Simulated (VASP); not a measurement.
Write the native input for VASP 6.6.1 that does the following.

```
Task                   : single point
Functional             : r2SCAN
Potentials or basis    : VASP PAW PBE potentials, release 64 (Na_pv, I)
Cutoff                 : 520 eV
k mesh                 : 6 × 6 × 6
Occupations            : gaussian, width 0.01 eV
Spin                   : no spin polarisation
Dipole correction      : no
Further INCAR settings : ALGO = Normal; EDIFF = 1e-06; NBANDS = 14
```

NaI:

```
Na I
1.0
     0.00000    3.19700    3.19700
     3.19700    0.00000    3.19700
     3.19700    3.19700    0.00000
Na I
1 1
Direct
  0.00000 0.00000 0.00000
  0.50000 0.50000 0.50000
```

One way to write it, as run:

POSCAR

```
NaI
1.0
    0.0000000000      3.1970033438      3.1970033438
    3.1970033438      0.0000000000      3.1970033438
    3.1970033438      3.1970033438      0.0000000000
Na I
1 1
Direct
    0.0000000000      0.0000000000      0.0000000000
    0.5000000000      0.5000000000      0.5000000000
```

INCAR.step1

```
SYSTEM = NaI
  PREC = Accurate
  ENCUT = 520
  ISMEAR = 0
  SIGMA = 0.01
  LREAL = .FALSE.
  LASPH = .TRUE.
  NELM = 80
  NBANDS = 14
  GGA = PE
  ALGO = Normal
  EDIFF = 1E-4
  LWAVE = .TRUE.
  LCHARG = .FALSE.
```

INCAR.step2

```
SYSTEM = NaI
  PREC = Accurate
  ENCUT = 520
  EDIFF = 1E-6
  ISMEAR = 0
  SIGMA = 0.01
  LREAL = .FALSE.
  LASPH = .TRUE.
  NELM = 80
  ALGO = Normal
  ISIF = 2
  LWAVE = .FALSE.
  LCHARG = .FALSE.
  METAGGA = R2SCAN
  LMIXTAU = .TRUE.
  NBANDS = 14
  ISTART = 1
```

KPOINTS

```
regular mesh
0
G
  6 6 6
  0 0 0
```

Potentials or basis: VASP PAW PBE potentials, release 64 (Na_pv, I).

The run is started by

```bash
$ cat potpaw_PBE.64/Na_pv/POTCAR potpaw_PBE.64/I/POTCAR > POTCAR
$ cp INCAR.step1 INCAR
$ mpirun -np 1 vasp_std > vasp.out
$ cp INCAR.step2 INCAR
$ mpirun -np 1 vasp_std > vasp.out
```

Results of the run:

- Pressure: 0.5 GPa
- Band gap on the k mesh: 4.55 eV

Caveat: the PAW data sets were made with another functional, which shifts forces and pressure a little; spin-orbit coupling is left out, which moves the levels of the heavy elements.

Run time: 50 s on 1 thread of Intel(R) Xeon(R) Platinum 8488C (Sapphire Rapids), with other jobs on the host, peak memory 0.21 GiB.
